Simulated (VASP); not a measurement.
A run of VASP 6.6.1 is set up as follows.

The input INCAR:

```
SYSTEM = Pt
ALGO = Normal
EDIFF = 1E-6
ENCUT = 520
GGA = PE
ISIF = 2
ISMEAR = -1
ISPIN = 2
LASPH = .True.
LCHARG = .False.
LMAXMIX = 4
LORBIT = 11
LREAL = .False.
LWAVE = .False.
MAGMOM = 1 1 1
NBANDS = 26
NELM = 150
PREC = Accurate
SIGMA = 0.05
```

KPOINTS

```
k-points
0
Gamma
  9 9 13
  0 0 0
```

File POSCAR:

```
Pt
1.0
    4.5953422608      0.0000000000      0.0000000000
   -2.2976711304      3.9796831370      0.0000000000
    0.0000000000      0.0000000000      2.7342981239
Pt
3
Direct
    1.0000000000      1.0000000000      1.0000000000
    0.3333333333      0.6666666667      0.5000000000
    0.6666666667      0.3333333333      0.5000000000
```

Potentials or basis: VASP PAW PBE potentials, release 64 (Pt).

Launch:

```sh
$ cat potpaw_PBE.64/Pt/POTCAR > POTCAR
$ mpirun -np 1 vasp_std > vasp.out
```

(1) What does it give for the net moment?

(2) Estimate the band gap on the k mesh.

(3) Estimate the pressure.

Results:

(1) 0.00 μB per cell.

(2) zero (filled and empty bands overlap).

(3) -8.7 GPa.

Caveat: spin-orbit coupling is left out, which moves the levels of the heavy elements.
